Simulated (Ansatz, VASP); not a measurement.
## Ge: VASP beside Ansatz

The input INCAR:

```
PREC = Accurate ; ENCUT = 520
EDIFF = 1E-6 ; ISMEAR = 0
SIGMA = 0.15 ; LREAL = F
LASPH = T ; NELM = 80
ALGO = Normal ; ISIF = 2
LWAVE = F ; LCHARG = F
GGA = PS ; NBANDS = 21
```

The input KPOINTS:

```
Automatic mesh
0
Gamma
  18 18 18
```

Contents of POSCAR:

```
Ge
1.0
    0.0000000000      2.8378807263      2.6250396718
    2.8378807263      0.0000000000      2.6250396718
    2.8378807263      2.8378807263      0.0000000000
Ge
2
Direct
    0.5000000000      0.5000000000      0.5000000000
    0.7500000000      0.7500000000      0.7500000000
```

Input for Ansatz:

```yaml
crystal:
  lattice:
    - [0.0, 2.8378807263, 2.6250396718]
    - [2.8378807263, 0.0, 2.6250396718]
    - [2.8378807263, 2.8378807263, 0.0]
  atoms:
    - { symbol: Ge, position: [0.5, 0.5, 0.5] }
    - { symbol: Ge, position: [0.75, 0.75, 0.75] }
basis:
  ecutwfc: 420
kpoints:
  mp_grid: { grid: [18, 18, 18] }
hamiltonian:
  xc: pbesol
scf:
  occupations: { method: gaussian, width: 0.15 }
output:
  forces: true
  stress: true
  eigenvalues: true
  write_density: true
  write_potential: true
  elf: true
  volumetric_format: npy
```

Change from the starting cell: strain -0.0750 x Voigt [0, 0, 1, 0, 0, 0], atoms carried along.

Alike in both runs: task single point; functional PBEsol; k mesh 18 × 18 × 18; occupations gaussian, width 0.15 eV; no spin polarisation.

|  | VASP | Ansatz |
| --- | --- | --- |
| version | VASP 6.6.1 | Ansatz 0.2.0 |
| potentials or method | VASP PAW PBE potentials, release 64 (Ge_d), cutoff 520 eV | scalar-relativistic, plane waves, PAW |
| valence electrons in the cell | 28 | 28 |

```csv
,VASP,Ansatz,Ansatz less VASP
gap on the k mesh at the Fermi level (eV),none,none,-
pressure (GPa),6.0,6.2,+0.16
"traceless stress, the component that is largest in VASP (GPa)",3.08,3.06,-0.016
```

VASP's potentials were made for PBE, not for PBEsol. A gap of «none» marks a metal or a gap that the smearing closes.
